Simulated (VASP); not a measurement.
Na:

```
CELL_PARAMETERS angstrom
-2.14100 2.14100 2.14100
2.14100 -2.14100 2.14100
2.14100 2.14100 -2.14100
ATOMIC_POSITIONS crystal
Na 0.00000 0.00000 0.00000
```

```yaml
Program: VASP 6.6.1
Task: relaxation of cell and atoms
Functional: PBEsol
Potentials_or_basis: VASP PAW PBE potentials, release 64 (Na_pv)
Cutoff: 600 eV
k_mesh: 7 × 7 × 7
Occupations: methfessel-paxton, width 0.1 eV
Spin: no spin polarisation
```

At the start: pressure -0.5 GPa; volume 39.26 Å³/atom.

Where does the relaxation end?

Over 3 steps the energy falls by 5.6 meV/atom and the volume is 36.28 Å³/atom (-7.6 %); space group Im-3m (No. 229, to 0.1 Å) before and after.

The path:
```
step  energy change (eV)  largest force (eV/Å)  pressure (GPa)  volume (Å³)
   1              0.0000                0.0000           -0.55        39.26
   2             -0.0023                0.0000           -0.44        38.50
   3             -0.0056                0.0000           -0.04        36.28
```

Final structure:
```yaml
crystal:
  lattice:
    - [-2.08556, 2.08556, 2.08556]
    - [2.08556, -2.08556, 2.08556]
    - [2.08556, 2.08556, -2.08556]
  atoms:
    - { symbol: Na, position: [0.00000, 0.00000, 0.00000] }
```

Caveat: the PAW data sets were made with another functional, which shifts forces and pressure a little.
